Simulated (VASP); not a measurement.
BAs, 2 atoms in the cell. The structure is cubic, space group Pm-3m (No. 221). The conventional cell has a = 2.934 Å, b = 2.934 Å, c = 2.934 Å, α = 90.00°, β = 90.00°, γ = 90.00°. Within 3.4 Å of B (site symmetry m-3m) lie 8 As at 2.54 Å and 6 B at 2.93 Å. Within 3.4 Å of As (site symmetry m-3m) lie 8 B at 2.54 Å and 6 As at 2.93 Å. 

| Property | Result |
| --- | --- |
| Program | VASP 6.6.1 |
| Task | relaxation of cell and atoms |
| Functional | B3LYP |
| Potentials or basis | VASP PAW PBE potentials, release 64 (B, As) |
| Cutoff | 600 eV |
| k mesh | 5 × 5 × 5 |
| Occupations | fermi-dirac, width 0.05 eV |
| Spin | no spin polarisation |
| Dipole correction | no |
| Grid for exact exchange (PRECFOCK) | Normal |
| Further INCAR settings | ALGO = Normal; EDIFF = 1e-06; IBRION = 2; EDIFFG = -0.01; NSW = 60; ISIF = 3 |
| Share of exact exchange | 0.2 |

Potentials or basis: VASP PAW PBE potentials, release 64 (B, As).

The run is started by

```console
$ cat potpaw_PBE.64/B/POTCAR potpaw_PBE.64/As/POTCAR > POTCAR
$ cp INCAR.step1 INCAR
$ mpirun -np 1 vasp_std > vasp.out
$ cp INCAR.step2 INCAR
$ mpirun -np 1 vasp_std > vasp.out
```

Hardware: 1 thread of Intel Xeon 8259CL (shared host).

**Question.** Estimate the wall time of this run.

**Answer.** Wall time 8 min on 1 thread of Intel Xeon 8259CL, on a shared host, peak memory 0.15 GiB. Counts: k points 10, ion steps 3.
